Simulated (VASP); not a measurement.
Write the native input for VASP 6.6.1 that does the following.

```
Task                   : single point
Functional             : PBEsol
Potentials or basis    : VASP PAW PBE potentials, release 64 (Al, N)
Cutoff                 : 520 eV
k mesh                 : 8 × 8 × 3
Occupations            : gaussian, width 0.05 eV
Spin                   : no spin polarisation
Dipole correction      : no
Further INCAR settings : ALGO = Normal; EDIFF = 1e-06; NBANDS = 26; ISYM = 0
```

The structure of AlN lies in POSCAR:

```
AlN
1.0
   -3.1135599822      0.0000000000      0.0000000000
   -1.5567799911     -2.6964220408      0.0000000000
   -0.7783899956     -1.3482110204     13.1667009506
Al N
4 4
Direct
    0.3333333333     -0.0090049434      0.6846765534
    0.3333333333      0.1802357212      0.3061952243
    0.6666666667      0.6081893868      0.1169545598
    0.6666666667      0.4189487222      0.4954358889
    0.3333333333      0.2971902810      0.0722861048
    0.3333333333      0.1079496164      0.4507674338
    0.6666666667      0.5359032820      0.2615267693
    0.6666666667      0.3466626175      0.6400080984
```

The input as run:

INCAR

```
PREC = Accurate ; ENCUT = 520
EDIFF = 1E-6 ; ISMEAR = 0
SIGMA = 0.05 ; LREAL = F
LASPH = T ; NELM = 100
ALGO = Normal ; ISIF = 2
LWAVE = F ; LCHARG = F
GGA = PS ; ISYM = 0
NBANDS = 26
```

KPOINTS

```
Automatic mesh
0
Gamma
  8 8 3
```

Potentials or basis: VASP PAW PBE potentials, release 64 (Al, N).

The run is started by

```sh
$ cat potpaw_PBE.64/Al/POTCAR potpaw_PBE.64/N/POTCAR > POTCAR
$ mpirun -np 1 vasp_std > vasp.out
```

It gave:

```
Pressure               : -1.2 GPa
Largest force          : 2.050 eV/Å
Band gap on the k mesh : zero (bands 16 and 17 overlap by 0.20 eV)
```

Caveat: semilocal functionals underestimate gaps, so a narrow gap can read as zero; the PAW data sets were made with another functional, which shifts forces and pressure a little.

It took 4 min on 1 thread of Intel(R) Xeon(R) Platinum 8488C (Sapphire Rapids), with other jobs on the host, peak memory 0.35 GiB.
